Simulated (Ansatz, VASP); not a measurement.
## NaCl: VASP beside Ansatz

```
Na Cl
1.0
     0.00000    2.83175    2.83175
     2.83175    0.00000    2.83175
     2.83175    2.83175    0.00000
Na Cl
1 1
Direct
  0.00000 0.00000 0.00000
  0.45318 0.54682 0.50000
```

Change from the starting cell: all Cl atoms moved +0.188 Å, as atom 2 along Cartesian [1 -1 0].

Alike in both runs: task single point; functional PBEsol; k mesh 8 × 8 × 8; occupations gaussian, width 0.05 eV; no spin polarisation.

|  | VASP | Ansatz |
| --- | --- | --- |
| version | VASP 6.6.1 | Ansatz 0.2.0 |
| potentials or method | VASP PAW PBE potentials, release 64 (Na_pv, Cl), cutoff 520 eV | scalar-relativistic, plane waves, PAW |
| valence electrons in the cell | 14 | 16 |

|  | VASP | Ansatz | Ansatz less VASP |
| --- | --- | --- | --- |
| gap on the k mesh at the Fermi level (eV) | 4.89 | 4.90 | +0.004 |
| least direct gap on the mesh (eV) | 4.89 | 4.90 | +0.004 |
| pressure (GPa) | -0.4 | -0.4 | -0.02 |
| traceless stress, the component that is largest in VASP (GPa) | -0.43 | -0.42 | +0.007 |
| rms of the force components (eV/Å) | 0.138 | 0.135 | -0.0027 |

VASP's potentials were made for PBE, not for PBEsol. Atom by atom the forces differ by 0.003 eV/Å (rms over components). VASP's potentials hold 14 valence electrons a cell and Ansatz's 16, so a difference there can come from the potentials and not from the codes.
